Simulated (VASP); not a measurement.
Set up this calculation in VASP 6.6.1, as the native input.

```yaml
Task: density of states
Functional: PBE
Potentials_or_basis: VASP PAW PBE potentials, release 64 (Sn_d)
Cutoff: 520 eV
k_mesh: 13 × 13 × 12
Occupations: fermi-dirac, width 0.05 eV
Spin: no spin polarisation
Dipole_correction: no
k_mesh_for_the_DOS: 20 × 20 × 18
Occupations_for_the_DOS: tetrahedron
Further_INCAR_settings: ALGO = Normal; EDIFF = 1e-06; NBANDS = 13
```

The system is Sn.

```
Sn
1.0
     2.41037    0.00000    0.00000
    -1.20518    2.08744    0.00000
     0.00000    0.00000    2.26515
Sn
1
Direct
  0.00000 0.00000 0.00000
```

This cell differs from its parent crystal: volume scaled by 0.4.

One way to write it, as run:

POSCAR

```
Sn
1.0
    2.4103666776      0.0000000000      0.0000000000
   -1.2051833388      2.0874387752      0.0000000000
    0.0000000000      0.0000000000      2.2651535849
Sn
1
Direct
    0.0000000000      0.0000000000      0.0000000000
```

INCAR.step1

```
  PREC = Accurate
  ENCUT = 520
  EDIFF = 1E-6
  ISMEAR = -1
  SIGMA = 0.05
  LREAL = F
  LASPH = T
  NELM = 100
  ALGO = Normal
  ISIF = 2
  LWAVE = F
  LCHARG = T
  GGA = PE
  NBANDS = 13
```

KPOINTS.step1

```
Automatic mesh
0
Gamma
  13 13 12
```

INCAR.step2

```
  PREC = Accurate
  ENCUT = 520
  EDIFF = 1E-6
  ISMEAR = -5
  SIGMA = 0.05
  LREAL = F
  LASPH = T
  NELM = 100
  ALGO = Normal
  ISIF = 2
  LWAVE = F
  LCHARG = F
  GGA = PE
  LORBIT = 11
  NBANDS = 13
  NEDOS = 2001
  ICHARG = 11
```

KPOINTS.step2

```
Automatic mesh
0
Gamma
  20 20 18
```

Potentials or basis: VASP PAW PBE potentials, release 64 (Sn_d).

Launch:

```console
$ cat potpaw_PBE.64/Sn_d/POTCAR > POTCAR
$ cp INCAR.step1 INCAR
$ cp KPOINTS.step1 KPOINTS
$ mpirun -np 1 vasp_std > vasp.out
$ cp INCAR.step2 INCAR
$ cp KPOINTS.step2 KPOINTS
$ mpirun -np 1 vasp_std > vasp.out
```

Run time: 82 s on 1 thread of AMD EPYC 7R43 64-Core Processor (Zen 3), with other jobs on the host, peak memory 0.15 GiB.
